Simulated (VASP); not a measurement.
Input of a VASP 6.6.1 run:

INCAR

```
SYSTEM = P
PREC = Accurate ; ENCUT = 520
EDIFF = 1E-7 ; ISMEAR = -1
SIGMA = 0.1 ; LREAL = .FALSE.
LASPH = .TRUE. ; NELM = 60
ALGO = Normal ; ISIF = 2
LWAVE = .FALSE. ; LCHARG = .FALSE.
GGA = RE ; NBANDS = 8
```

File KPOINTS:

```
Automatic mesh
0
G
  14 14 14
  0 0 0
```

File POSCAR:

```
P
1.0
    2.3855375741      0.0000000000      0.0000000000
    0.0000000000      2.3855375741      0.0000000000
    0.0000000000      0.0000000000      2.3855375741
P
1
Direct
    0.0000000000      0.0000000000      0.0000000000
```

Potentials or basis: VASP PAW PBE potentials, release 64 (P).

Command:

```bash
$ cat potpaw_PBE.64/P/POTCAR > POTCAR
$ mpirun -np 1 vasp_std > vasp.out
```

Q: What does it give for the pressure?

A: 11.0 GPa.

Caveat: the PAW data sets were made with another functional, which shifts forces and pressure a little.
